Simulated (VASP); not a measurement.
# TaSi (rocksalt type): single point with PBE

The system is TaSi (rocksalt type).

```
Ta Si
1.0
     0.00000    2.17177    2.17177
     2.17177    0.00000    2.17177
     2.17177    2.17177    0.00000
Ta Si
1 1
Direct
  0.00000 0.00000 0.00000
  0.50000 0.50000 0.50000
```

| Item | Value |
| --- | --- |
| Program | VASP 6.6.1 |
| Task | single point |
| Functional | PBE |
| Potentials or basis | VASP PAW PBE potentials, release 64 (Ta_pv, Si) |
| Cutoff | 520 eV |
| k mesh | 14 × 14 × 14 |
| Occupations | fermi-dirac, width 0.05 eV |
| Spin | no spin polarisation |
| Dipole correction | no |
| Further INCAR settings | ALGO = Normal; EDIFF = 1e-07; NBANDS = 14 |

The pressure is 218.5 GPa and the band gap on the k mesh is zero (an odd number of electrons rules out a gap without spin polarisation).

Levels at points of the mesh, in eV from the Fermi level:
```csv
k point,band 3,band 4,band 5,band 6,band 7,band 8,band 9,band 10,band 11,band 12
"(0.00, 0.00, 0.00)",-33.99,-14.90,-3.29,-3.29,-3.29,-1.64,-1.64,4.20,4.20,4.20
"(0.50, 0.00, 0.00)",-34.14,-9.94,-7.05,-5.44,-5.44,2.95,2.95,4.58,5.29,8.34
"(0.50, 0.50, 0.00)",-34.39,-11.46,-7.08,-4.05,0.81,1.05,1.05,4.57,4.58,4.58
```

Wall time 9.1 s on 1 thread of Intel(R) Xeon(R) 6975P-C (Granite Rapids), on a shared host, peak memory 0.16 GiB.

Caveat: the cell stands under pressure; spin-orbit coupling is left out, which moves the levels of the heavy elements.
